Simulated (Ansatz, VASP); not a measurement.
# SiC: VASP beside Ansatz

The input POSCAR:

```
SiC
1.0
    0.0000000000      2.1897201888      2.1897201888
    2.1897201888      0.0000000000      2.1897201888
    2.1897201888      2.1897201888      0.0000000000
Si C
1 1
Direct
    0.0000000000      0.0000000000      0.0000000000
    0.7500000000      0.7500000000      0.7500000000
```

Contents of INCAR.step1:

```
SYSTEM = SiC
PREC = Accurate
ENCUT = 520
ISMEAR = 0
SIGMA = 0.02
LREAL = .False.
LASPH = .True.
NELM = 60
NBANDS = 11
GGA = PE
ALGO = Normal
EDIFF = 1E-4
LWAVE = .True.
LCHARG = .False.
```

Contents of INCAR.step2:

```
SYSTEM = SiC
PREC = Accurate
ENCUT = 520
EDIFF = 1E-6
ISMEAR = 0
SIGMA = 0.02
LREAL = .False.
LASPH = .True.
NELM = 60
ALGO = Normal
ISIF = 2
LWAVE = .False.
LCHARG = .False.
METAGGA = R2SCAN
LMIXTAU = .True.
NBANDS = 11
ISTART = 1
```

File KPOINTS:

```
Automatic mesh
0
Gamma
  10 10 10
  0 0 0
```

Input for Ansatz:

```yaml
crystal:
  lattice:
    - [0.0, 2.1897201901, 2.1897201901]
    - [2.1897201901, 0.0, 2.1897201901]
    - [2.1897201901, 2.1897201901, 0.0]
  atoms:
    - { symbol: Si, position: [0.0, 0.0, 0.0] }
    - { symbol: C, position: [0.75, 0.75, 0.75] }
basis:
  ecutwfc: 500
kpoints:
  mp_grid: { grid: [10, 10, 10] }
  band_path:
    path:
      - [[0.0, 0.0, 0.0], [-0.5, -0.5, 0.0], [-0.375, -0.375, 0.25]]
      - [[-0.375, 0.0, 0.375], [0.0, 0.0, 0.0], [0.0, 0.0, 0.5], [-0.5, -0.25, 0.25], [-0.5, -0.5, 0.0]]
    npoints: 14
hamiltonian:
  xc: r2scan
scf:
  occupations: { method: gaussian, width: 0.02 }
  n_extra_bands: 6
output:
  forces: true
  stress: true
  eigenvalues: true
  populations: true
  dos: { projected: true, de: 0.02, nscf_kmesh: { grid: [15, 15, 15] } }
  bader: true
```

Alike in both runs: task single point; functional r2SCAN; k mesh 10 × 10 × 10; occupations gaussian, width 0.02 eV; no spin polarisation.

```csv
,VASP,Ansatz
version,VASP 6.6.1,Ansatz 0.2.0
potentials or method,"VASP PAW PBE potentials, release 64 (Si, C), cutoff 520 eV","scalar-relativistic, plane waves, PAW"
valence electrons in the cell,8,8
```

Ansatz gave:

```
gap on the k mesh at the Fermi level (eV) : 1.72
least direct gap on the mesh (eV)         : 5.03
pressure (GPa)                            : -3.5
```

Problem. Which values does VASP return?

Solution. gap on the k mesh at the Fermi level (eV): 1.73; least direct gap on the mesh (eV): 5.04; pressure (GPa): -3.7.

VASP's potentials were made for PBE, not for r2SCAN. With one functional, cell and mesh, what is left measures potentials, basis and numerics.
